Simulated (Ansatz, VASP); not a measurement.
One calculation of Hf2ZrC3, two programs

```
CELL_PARAMETERS angstrom
3.30218 0.00000 0.00000
-1.65109 2.85977 0.00000
0.00000 0.00000 8.09186
ATOMIC_POSITIONS crystal
Zr 0.00000 0.00000 0.00000
Hf 0.66667 0.33333 0.66566
Hf 0.33333 0.66667 0.33434
C 0.33333 0.66667 0.83059
C 0.66667 0.33333 0.16941
C 0.00000 0.00000 0.50000
```

Alike in both runs: functional PBE; k mesh 12 × 12 × 4; occupations gaussian, width 0.1 eV; no spin polarisation.

Ansatz relaxed the structure, and its values are those at the end. VASP's run is a single point on that final structure, the one shown.

```csv
,VASP,Ansatz
version,VASP 6.6.1,Ansatz 0.2.0
potentials or method,"VASP PAW PBE potentials, release 64 (Zr_sv, Hf_pv, C), cutoff 520 eV","scalar-relativistic, plane waves, PAW"
valence electrons in the cell,44,76
```

|  | VASP | Ansatz | Ansatz less VASP |
| --- | --- | --- | --- |
| gap on the k mesh at the Fermi level (eV) | none | none | - |
| pressure (GPa) | -0.4 | 0.0 | +0.34 |
| rms of the force components (eV/Å) | 0.013 | 0.001 | -0.0119 |

A gap of «none» marks a metal or a gap that the smearing closes. VASP's potentials hold 44 valence electrons a cell and Ansatz's 76, so a difference there can come from the potentials and not from the codes.

Spin-orbit coupling is off throughout.
